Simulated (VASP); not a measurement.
Wanted: the native input for a VASP 6.6.1 run.

```
Task                   : single point
Functional             : PBEsol
Potentials or basis    : VASP PAW PBE potentials, release 64 (Mg, O)
Cutoff                 : 520 eV
k mesh                 : 10 × 10 × 10
Occupations            : gaussian, width 0.05 eV
Spin                   : no spin polarisation
Dipole correction      : no
Further INCAR settings : ALGO = Normal; EDIFF = 1e-07; NBANDS = 11
```

The structure of MgO lies in POSCAR:

```
MgO
1.0
    0.0000000000      1.9022981591      2.6898495970
    1.9022981591      0.0000000000      2.6898495970
    1.9022981591      1.9022981591      0.0000000000
Mg O
1 1
Direct
    0.0000000000      0.0000000000      0.0000000000
    0.5000000000      0.5000000000      0.5000000000
```

This cell differs from its parent crystal: ratio of the length along z to the lengths across it x 1.414, volume and fractional coordinates fixed.

One way to write it, as run:

INCAR

```
PREC = Accurate ; ENCUT = 520
EDIFF = 1E-7 ; ISMEAR = 0
SIGMA = 0.05 ; LREAL = F
LASPH = T ; NELM = 60
ALGO = Normal ; ISIF = 2
LWAVE = F ; LCHARG = T
GGA = PS ; LELF = T
LVHAR = T ; NBANDS = 11
```

KPOINTS

```
regular mesh
0
Gamma
  10 10 10
```

Potentials or basis: VASP PAW PBE potentials, release 64 (Mg, O).

Run with:

```bash
$ cat potpaw_PBE.64/Mg/POTCAR potpaw_PBE.64/O/POTCAR > POTCAR
$ mpirun -np 1 vasp_std > vasp.out
```

It gave:

```
Pressure               : 24.2 GPa
Band gap on the k mesh : 3.71 eV, direct
```

Caveat: the PAW data sets were made with another functional, which shifts forces and pressure a little.

It took 22 s on 1 thread of Intel(R) Xeon(R) Platinum 8375C CPU @ 2.90GHz (Ice Lake) (shared host), peak memory 0.16 GiB.
